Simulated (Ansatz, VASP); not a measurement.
**One calculation of SiC, two programs**

The input POSCAR:

```
SiC
1.0
    3.1522401494      0.0000000000      0.0000000000
   -1.5761200747      2.7299200482      0.0000000000
    0.0000000000      0.0000000000      5.0283199721
Si C
2 2
Direct
    0.3333333333      0.6666666667     -0.0016257825
    0.6666666667      0.3333333333      0.4983742175
    0.3333333333      0.6666666667      0.3766257825
    0.6666666667      0.3333333333      0.8766257825
```

File INCAR.step1:

```
  ALGO = Normal
  EDIFF = 1E-5
  ENCUT = 520
  GGA = PE
  ISIF = 2
  ISMEAR = 0
  LASPH = True
  LREAL = False
  LWAVE = True
  NBANDS = 16
  NELM = 100
  PREC = Accurate
  SIGMA = 0.01
```

File INCAR.step2:

```
  ALGO = Normal
  EDIFF = 1E-6
  ENCUT = 520
  GGA = PE
  HFSCREEN = 0.2079
  ISIF = 2
  ISMEAR = 0
  ISTART = 1
  LASPH = True
  LCHARG = True
  LELF = True
  LHFCALC = True
  LREAL = False
  LVHAR = True
  LWAVE = False
  NBANDS = 16
  NELM = 100
  PREC = Accurate
  PRECFOCK = Normal
  SIGMA = 0.01
```

KPOINTS

```
k-points
0
Gamma
  6 6 4
```

Input for Ansatz:

```yaml
crystal:
  lattice:
    - [3.1522401494, 0.0, 0.0]
    - [-1.5761200747, 2.7299200482, 0.0]
    - [0.0, 0.0, 5.0283199721]
  atoms:
    - { symbol: Si, position: [0.3333333333, 0.6666666667, -0.0016257825] }
    - { symbol: Si, position: [0.6666666667, 0.3333333333, 0.4983742175] }
    - { symbol: C, position: [0.3333333333, 0.6666666667, 0.3766257825] }
    - { symbol: C, position: [0.6666666667, 0.3333333333, 0.8766257825] }
kpoints:
  mp_grid: { grid: [6, 6, 4] }
  band_path:
    path:
      - [0.0, 0.0, 0.0]
      - [0.5, 0.0, 0.0]
      - [0.3333333333, 0.3333333333, 0.0]
      - [0.0, 0.0, 0.5]
      - [0.5, 0.0, 0.5]
      - [0.3333333333, 0.3333333333, 0.5]
    npoints: 1
hamiltonian:
  xc: hse06
scf:
  occupations: { method: fixed }
  n_extra_bands: 5
output:
  forces: true
  stress: true
  eigenvalues: true
```

Change from the starting cell: epitaxial_xy strain +2.5%.

Alike in both runs: task single point; functional HSE06; k mesh 6 × 6 × 4; no spin polarisation.

|  | VASP | Ansatz |
| --- | --- | --- |
| version | VASP 6.6.1 | Ansatz 0.2.0 |
| potentials or method | VASP PAW PBE potentials, release 64 (Si, C) | plane waves, PAW |
| plane-wave cutoff (eV) | 520 | 420 |
| occupations | gaussian, width 0.01 eV | fixed |
| valence electrons in the cell | 16 | 16 |

```csv
,VASP,Ansatz,Ansatz less VASP
gap on the k mesh at the Fermi level (eV),3.32,3.32,-0.005
pressure (GPa),-11.0,-10.7,+0.32
"traceless stress, the component that is largest in VASP (GPa)",9.10,9.02,-0.076
rms of the force components (eV/Å),0.019,0.021,+0.0021
```

Atom by atom the forces differ by 0.002 eV/Å (rms over components). Ansatz's warnings: stress exchange threshold loose, stress scf threshold loose.
